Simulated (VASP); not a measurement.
Write the native input for VASP 6.6.1 that does the following.

```yaml
Task: single point
Functional: PBE
Potentials_or_basis: VASP PAW PBE potentials, release 64 (Hg)
Cutoff: 520 eV
k_mesh: 12 × 12 × 6
Occupations: fermi-dirac, width 0.02 eV
Spin: no spin polarisation
Dipole_correction: no
Further_INCAR_settings: ALGO = Normal; EDIFF = 1e-06; NBANDS = 19
```

The structure of Hg lies in POSCAR:

```
Hg
1.0
    3.2354087780      0.0000000000      0.0000000000
   -1.6177043890      2.8019461933      0.0000000000
    0.0000000000      0.0000000000      5.5381944185
Hg
2
Direct
    0.6666666667      0.3333333333      0.7500000000
    0.3333333333      0.6666666667      0.2500000000
```

These files were run (other wordings do the same):

INCAR

```
SYSTEM = Hg
PREC = Accurate
ENCUT = 520
EDIFF = 1E-6
ISMEAR = -1
SIGMA = 0.02
LREAL = .False.
LASPH = .True.
NELM = 100
ALGO = Normal
ISIF = 2
LWAVE = .False.
LCHARG = .False.
GGA = PE
NBANDS = 19
```

KPOINTS

```
regular mesh
0
Gamma
  12 12 6
  0 0 0
```

Potentials or basis: VASP PAW PBE potentials, release 64 (Hg).

The run is started by

```bash
$ cat potpaw_PBE.64/Hg/POTCAR > POTCAR
$ mpirun -np 1 vasp_std > vasp.out
```

Results of the run:

```json
{
 "Pressure": "3.4 GPa",
 "Band gap on the k mesh": "zero (bands 12 and 13 overlap by 1.48 eV)"
}
```

Caveat: the cell stands under pressure; spin-orbit coupling is left out, which moves the levels of the heavy elements.

Run time: 76 s on 1 thread of Oxide Virtual Turin-like Processor, with other jobs on the host, peak memory 0.17 GiB.
